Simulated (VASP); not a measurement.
Set up this calculation in VASP 6.6.1, as the native input.

```
Task                   : single point
Functional             : PBEsol
Potentials or basis    : VASP PAW PBE potentials, release 64 (N)
Cutoff                 : 600 eV
k mesh                 : 5 × 5 × 5
Occupations            : fermi-dirac, width 0.3 eV
Spin                   : no spin polarisation
Dipole correction      : no
Further INCAR settings : ALGO = Normal; EDIFF = 1e-06; NBANDS = 8
```

The structure of N lies in POSCAR:

```
N
1.0
    4.7573000000      0.0000000000      0.0000000000
    0.0000000000      4.7573000000      0.0000000000
    0.0000000000      0.0000000000      4.7573000000
N
1
Direct
    0.5000000000      0.5000000000      0.5000000000
```

These files were run (other wordings do the same):

INCAR

```
SYSTEM = N
PREC = Accurate
ENCUT = 600
EDIFF = 1E-6
ISMEAR = -1
SIGMA = 0.3
LREAL = .FALSE.
LASPH = .TRUE.
NELM = 120
ALGO = Normal
ISIF = 2
LWAVE = .FALSE.
LCHARG = .TRUE.
GGA = PS
LELF = .TRUE.
LVHAR = .TRUE.
NBANDS = 8
GGA_COMPAT = .FALSE.
```

KPOINTS

```
Automatic mesh
0
G
  5 5 5
  0 0 0
```

Potentials or basis: VASP PAW PBE potentials, release 64 (N).

Command:

```bash
$ cat potpaw_PBE.64/N/POTCAR > POTCAR
$ mpirun -np 1 vasp_std > vasp.out
```

Results of the run:

| Quantity | Value |
| --- | --- |
| Pressure | -0.1 GPa |
| Band gap on the k mesh | zero (an odd number of electrons rules out a gap without spin polarisation) |

Caveat: so wide a smearing shifts energies and pressures; the PAW data sets were made with another functional, which shifts forces and pressure a little.

Wall time 5.8 s on 1 thread of AMD EPYC 9R45 96-Core Processor (Zen 5), with other jobs on the host, peak memory 0.18 GiB.
